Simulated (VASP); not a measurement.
Pt2F: relaxation of cell and atoms with PBE

Crystal: Pt2F.

```
Pt F
1.0
     4.41923    0.00000    0.00000
    -2.20962    3.82717    0.00000
     0.00000    0.00000    2.65009
Pt F
2 1
Direct
  0.33333 0.66667 0.50000
  0.66667 0.33333 0.50000
  0.00000 0.00000 0.00000
```

```yaml
Program: VASP 6.6.1
Task: relaxation of cell and atoms
Functional: PBE
Potentials_or_basis: VASP PAW PBE potentials, release 64 (Pt, F)
Cutoff: 600 eV
k_mesh: 12 × 12 × 18
Occupations: gaussian, width 0.1 eV
Spin: no spin polarisation
Dipole_correction: no
Further_INCAR_settings: ALGO = Normal; EDIFF = 1e-06; IBRION = 2; EDIFFG = -0.01; NSW = 100; ISIF = 3
```

The relaxed volume is 14.89 Å³/atom, the relaxed cell is a = 4.424 Å, b = 4.424 Å, c = 2.635 Å, α = 90.00°, β = 90.00°, γ = 120.00° and the space group after relaxing (to 0.05 Å) is P6/mmm (No. 191). The energy gained by relaxing is 0.5 meV/atom and the ionic steps are 6. The pressure after relaxing is 0.0 GPa.

Step by step:
| step | energy change (eV) | largest force (eV/Å) | pressure (GPa) | volume (Å³) |
| --- | --- | --- | --- | --- |
| 1 | 0.0000 | 0.0000 | -0.47 | 44.82 |
| 2 | -0.0012 | 0.0000 | 0.50 | 44.54 |
| 3 | -0.0015 | 0.0000 | 0.19 | 44.63 |
| 4 | -0.0015 | 0.0000 | 0.18 | 44.63 |
| 5 | -0.0015 | 0.0000 | -0.18 | 44.72 |
| 6 | -0.0015 | 0.0000 | 0.00 | 44.68 |

Final structure:
```xyz
3
Lattice="4.4242 0.0000 0.0000 -2.2121 3.8315 0.0000 0.0000 0.0000 2.6355" Properties=species:S:1:pos:R:3 pbc="T T T"
Pt    0.0000    2.5543    1.3177
Pt    2.2121    1.2772    1.3177
F     0.0000    0.0000    0.0000
```

Levels at points of the mesh, in eV from the Fermi level:
```csv
k point,band 11,band 12,band 13,band 14,band 15,band 16
"(0.00, 0.00, 0.00)",-1.45,-0.75,-0.75,0.09,0.09,5.84
"(0.50, 0.00, 0.00)",-0.74,-0.62,-0.58,-0.31,0.29,1.57
"(0.00, 0.00, 0.50)",-2.09,-1.03,-1.03,1.39,1.82,5.02
"(0.50, 0.00, 0.50)",-1.80,-0.15,0.76,0.87,4.82,5.40
```

Run time: 5.9 min on 1 thread of Intel(R) Xeon(R) Platinum 8259CL CPU @ 2.50GHz (Skylake/Cascade Lake), on a shared host, peak memory 0.31 GiB.

Caveat: spin-orbit coupling is left out, which moves the levels of the heavy elements; an odd number of electrons without spin polarisation forces a metal; a magnetic or distorted state may lie lower.
